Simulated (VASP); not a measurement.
# Ti (I4/mmm) in VASP: notebook, part 2 of 2

VASP 6.6.1. Earlier steps stand in the parts before.

## 3. Single point, r2SCAN (strain +0.025 along x and y, +0.000 along z)

POSCAR reads:

```
Ti
1.0
    0.0000000000      2.0807500000      2.0300000000
    2.0807500000      0.0000000000      2.0300000000
    2.0807500000      2.0807500000      0.0000000000
Ti
1
Direct
    0.0000000000      0.0000000000      0.0000000000
```

INCAR.step1 reads:

```
SYSTEM = Ti
ALGO = Normal
EDIFF = 1E-4
ENCUT = 520
GGA = PE
ISMEAR = 0
LASPH = .True.
LCHARG = .False.
LREAL = .False.
LWAVE = .True.
NBANDS = 12
NELM = 100
PREC = Accurate
SIGMA = 0.15
```

INCAR.step2 reads:

```
SYSTEM = Ti
ALGO = Normal
EDIFF = 1E-6
ENCUT = 520
ISIF = 2
ISMEAR = 0
ISTART = 1
LASPH = .True.
LCHARG = .False.
LMIXTAU = .True.
LREAL = .False.
LWAVE = .False.
METAGGA = R2SCAN
NBANDS = 12
NELM = 100
PREC = Accurate
SIGMA = 0.15
```

KPOINTS reads:

```
k-points
0
Gamma
  20 20 20
  0 0 0
```

Potentials or basis: VASP PAW PBE potentials, release 64 (Ti_sv).

Launch:

```bash
$ cat potpaw_PBE.64/Ti_sv/POTCAR > POTCAR
$ cp INCAR.step1 INCAR
$ mpirun -np 1 vasp_std > vasp.out
$ cp INCAR.step2 INCAR
$ mpirun -np 1 vasp_std > vasp.out
```

OUTCAR:

```text
SYSTEM = Ti
   EDIFF = 1E-6
   ENCUT = 520
   ISIF = 2
   ISMEAR = 0
   ISTART = 1
   LASPH = .True.
   LREAL = .False.
   METAGGA = R2SCAN
   NELM = 100
   PREC = Accurate

 ion  position               nearest neighbor table
   1  0.000  0.000  0.000-

  LATTYP: Found a body centered tetragonal cell.
 ALAT       =     2.9426248699
 C/A-ratio  =     1.3797205487

  Lattice vectors:

 A1 = (   0.0000000000,  -2.0807500000,  -2.0300000000)
 A2 = (   0.0000000000,   2.0807500000,  -2.0300000000)
 A3 = (   2.0807500000,   0.0000000000,   2.0300000000)

Analysis of symmetry for initial positions (statically):
=====================================================================
 Subroutine PRICEL returns:
 Original cell was already a primitive cell.

 Routine SETGRP: Setting up the symmetry group for a
 body centered tetragonal supercell.

 Subroutine GETGRP returns: Found 16 space group operations
 (whereof 16 operations were pure point group operations)
 out of a pool of 16 trial point group operations.

The static configuration has the point symmetry D_4h.

Analysis of symmetry for dynamics (positions and initial velocities):
=====================================================================
 Subroutine PRICEL returns:
 Original cell was already a primitive cell.

 Routine SETGRP: Setting up the symmetry group for a
 body centered tetragonal supercell.

 Subroutine GETGRP returns: Found 16 space group operations
 (whereof 16 operations were pure point group operations)
 out of a pool of 16 trial point group operations.

The dynamic configuration has the point symmetry D_4h.

 Subroutine INISYM returns: Found 16 space group operations
 (whereof 16 operations are pure point group operations),
 and found     1 'primitive' translations

----------------------------------------------------------------------------------------

                                     Primitive cell

  volume of cell :      17.5779

  direct lattice vectors                    reciprocal lattice vectors
     0.000000000  2.080750000  2.030000000    -0.240297969  0.240297969  0.246305419
     2.080750000  0.000000000  2.030000000     0.240297969 -0.240297969  0.246305419
     2.080750000  2.080750000  0.000000000     0.240297969  0.240297969 -0.246305419

  length of vectors
     2.906960709  2.906960709  2.942624870     0.419705358  0.419705358  0.419705358

  position of ions in fractional coordinates (direct lattice)
     0.000000000  0.000000000  0.000000000

  ion indices of the primitive-cell ions
   primitive index   ion index
                 1           1

----------------------------------------------------------------------------------------

 KPOINTS: k-points

Automatic generation of k-mesh.
 Grid dimensions read from file:
 generate k-points for:   20   20   20

 Generating k-lattice:

  Cartesian coordinates                     Fractional coordinates (reciprocal lattice)
    -0.012014898  0.012014898  0.012315271     0.050000000  0.000000000  0.000000000
     0.012014898 -0.012014898  0.012315271     0.000000000  0.050000000  0.000000000
     0.012014898  0.012014898 -0.012315271    -0.000000000 -0.000000000  0.050000000

  Length of vectors
     0.020985268  0.020985268  0.020985268

  Shift w.r.t. Gamma in fractional coordinates (k-lattice)
     0.000000000  0.000000000  0.000000000

 Subroutine IBZKPT returns following result:
 ===========================================

 Found    641 irreducible k-points:

 Following reciprocal coordinates:
            Coordinates               Weight
  0.000000  0.000000  0.000000      1.000000
  0.050000  0.000000  0.000000      8.000000
  0.100000 -0.000000  0.000000      8.000000
  0.150000  0.000000  0.000000      8.000000
  0.200000 -0.000000  0.000000      8.000000
  0.250000 -0.000000  0.000000      8.000000
[... 16 lines left out ...]
 -0.400000  0.050000  0.000000      8.000000
 -0.350000  0.050000  0.000000      8.000000
 [... further k-points ...]
   k-points           NKPTS =    641   k-points in BZ     NKDIM =    641   number of bands    NBANDS=     12
   number of dos      NEDOS =    301   number of ions     NIONS =      1
   total plane-waves  NPLWV =  13824
   dimension x,y,z NGX =    24 NGY =   24 NGZ =   24
   dimension x,y,z NGXF=    48 NGYF=   48 NGZF=   48
   ions per type =               1
   NGX,Y,Z   is equivalent  to a cutoff of  13.73, 13.73, 13.56 a.u.
   NGXF,Y,Z  is equivalent  to a cutoff of  27.45, 27.45, 27.12 a.u.
 SYSTEM =  Ti
   PREC   = accura    normal or accurate (medium, high low for compatibility)
   ISTART =      1    job   : 0-new  1-cont  2-samecut
   ICHARG =      0    charge: 1-file 2-atom 10-const
   ISPIN  =      1    spin polarized calculation?
   LNONCOLLINEAR =      F non collinear calculations
   LSORBIT =      F    spin-orbit coupling
   LASPH  =      T    aspherical Exc in radial PAW
   ENCUT  =  520.0 eV  38.22 Ry    6.18 a.u.   5.41  5.41  5.47*2*pi/ulx,y,z
   NELM   =    100;   NELMIN=  2; NELMDL=  0     # of ELM steps
   EDIFF  = 0.1E-05   stopping-criterion for ELM
   LREAL  =      F    real-space projection
   EDIFFG = 0.1E-04   stopping-criterion for IOM
   NSW    =      0    number of steps for IOM
   IBRION =     -1    ionic relax: 0-MD 1-quasi-New 2-CG
   NFREE  =      0    steps in history (QN), initial steepest desc. (CG)
   ISIF   =      2    stress and relaxation
   ISYM   =      2    0-nonsym 1-usesym 2-fastsym
   POTIM  = 0.5000    time-step for ionic-motion
   TEBEG  =    0.0;   TEEND  =   0.0 temperature during run
   PSTRESS=    0.0 pullay stress
   NELECT =      12.0000    total number of electrons
   NUPDOWN=      -1.0000    fix difference up-down
   EMIN   =  10.00;   EMAX   =-10.00  energy-range for DOS
   EFERMI =   0.00;   METHOD = LEGACY
   ISMEAR =     0;   SIGMA  =   0.15  broadening in eV -4-tet -1-fermi 0-gaus
   EFERMI_NEDOS =   21; number of points for ismear=-14 and -15
   IALGO  =     38    algorithm
   IMIX   =      4    mixing-type and parameters
     AMIX     =   0.40;   BMIX     =  1.00
     AMIX_MAG =   1.60;   BMIX_MAG =  1.00
  volume/ion in A,a.u.               =      17.58       118.62
  Fermi-wavevector in a.u.,A,eV,Ry     =   1.441496  2.724032 28.271673  2.077909
  Thomas-Fermi vector in A             =   2.560121
   LORBIT       =      0    0 simple, 1 ext, 2 COOP (PROOUT), +10 PAW based schemes
   METAGGA = R2SCAN    functional components
   LHFCALC =     F    Hartree Fock is set to
   AEXX    =    0.0000 exact exchange contribution
   IVDW    =     0    specifies the selected vdW correction
   LEPSILON=     F    determine dielectric tensor
   LRPA    =     F    only Hartree local field effects (RPA)
 non-spin polarized calculation
 Gauss-broadening in eV      SIGMA  =   0.15
  energy-cutoff  :      520.00
  volume of cell :       17.58
 maximum number of plane-waves:       502
 NGX is ok and might be reduce to    24
   NGX = 11   NGY = 11   NGZ = 11

 number of electron      11.9999999 magnetization

 Free energy of the ion-electron system (eV)
  ---------------------------------------------------
  ext. energy  EPLUGINS =         0.00000000
  ---------------------------------------------------
  free energy    TOTEN  =       -12.88744591 eV

  energy without entropy =      -12.86946179  energy(sigma->0) =      -12.87845385

 E-fermi :   8.1011     XC(G=0): -12.3510

 val. band max:        8.1003014238   @ k =  -0.2000   0.1000   0.0500
 cond. band min:       8.1018379480   @ k =  -0.3000   0.4000   0.3000
 fundamental gap:      0.0015365242
 Fermi energy:         8.1011161806

 k-point     1 :       0.0000    0.0000    0.0000
  band No.  band energies     occupation
      1     -50.9680      2.00000
      2     -25.7848      2.00000
      3     -25.7847      2.00000
      4     -25.7833      2.00000
      5       1.6602      2.00000
      6       9.0353      0.00000
      7       9.0353      0.00000
      8       9.2204      0.00000
      9      10.7616      0.00000
     10      10.9745      0.00000
     11      23.8322      0.00000
     12      28.4414      0.00000
[... 331 lines left out ...]
 k-point    24 :      -0.3500    0.0500    0.0000
  band No.  band energies     occupation
      1     -50.8648      2.00000
      2     -26.3409      2.00000
      3     -25.8646      2.00000
      4     -25.8609      2.00000
      5       4.9245      2.00000
      6       8.0461      1.39585
      7       9.1144      0.00000
      8       9.2201      0.00000
      9      11.3462      0.00000
     10      11.6890      0.00000
     11      18.3744      0.00000
     12      23.6803      0.00000

 [... further k-points ...]

------------------------ aborting loop because EDIFF is reached ----------------------------------------

  FORCE on cell =-STRESS in cart. coord.  units (eV):
  Direction    XX          YY          ZZ          XY          YZ          ZX
  --------------------------------------------------------------------------------------
  -------------------------------------------------------------------------------------
  Total       -0.1357838     -0.1357838     -0.0414229      0.0000000      0.0000000     -0.0000000
  in kB      -12.3763558    -12.3763558     -3.7755951      0.0000000      0.0000000     -0.0000000
  external PRESSURE =      -9.5094356 kB  Pullay stress =       0.0000000 kB

 VOLUME and BASIS-vectors are now :
 -----------------------------------------------------------------------------
  energy-cutoff  :      520.00
  volume of cell :       17.58
      direct lattice vectors                 reciprocal lattice vectors
     0.000000000  2.080750000  2.030000000    -0.240297969  0.240297969  0.246305419
     2.080750000  0.000000000  2.030000000     0.240297969 -0.240297969  0.246305419
     2.080750000  2.080750000  0.000000000     0.240297969  0.240297969 -0.246305419

 POSITION                                       TOTAL-FORCE (eV/Angst)
 -----------------------------------------------------------------------------------
      0.00000      0.00000      0.00000         0.000000     -0.000000      0.000000
 -----------------------------------------------------------------------------------
    total drift:                                0.000000      0.000000      0.000000

  FREE ENERGIE OF THE ION-ELECTRON SYSTEM (eV)
  ---------------------------------------------------
  free  energy   TOTEN  =       -12.8874459111 eV

  energy  without entropy=      -12.8694617907  energy(sigma->0) =      -12.87845385
```

OUTCAR.step1:

```text
SYSTEM = Ti
   EDIFF = 1E-4
   ENCUT = 520
   GGA = PE
   ISMEAR = 0
   LASPH = .True.
[... 579 lines left out ...]
 -----------------------------------------------------------------------------------
      0.00000      0.00000      0.00000         0.000000     -0.000000     -0.000000
 -----------------------------------------------------------------------------------
    total drift:                                0.000000      0.000000      0.000000

  FREE ENERGIE OF THE ION-ELECTRON SYSTEM (eV)
  ---------------------------------------------------
  free  energy   TOTEN  =        -7.7859992598 eV

  energy  without entropy=       -7.7659238553  energy(sigma->0) =       -7.77596156
```

Run time: 4.2 min. Hardware: 1 thread of Intel Xeon Platinum 8488C (Sapphire Rapids), shared host; peak memory 0.26 GiB.

What came out:

- Free energy: -12.8874 eV
- Pressure: -1.0 GPa
- Band gap on the k mesh: zero (bands 6 and 7 overlap by 1.43 eV)

Stress tensor (GPa, compression positive):
```
-1.24  0.00  0.00
 0.00 -1.24  0.00
 0.00  0.00 -0.38
```

Caveat: the cell differs from its parent crystal (strain +0.025 along x and y, +0.000 along z); the PAW data sets were made with another functional, which shifts forces and pressure a little.
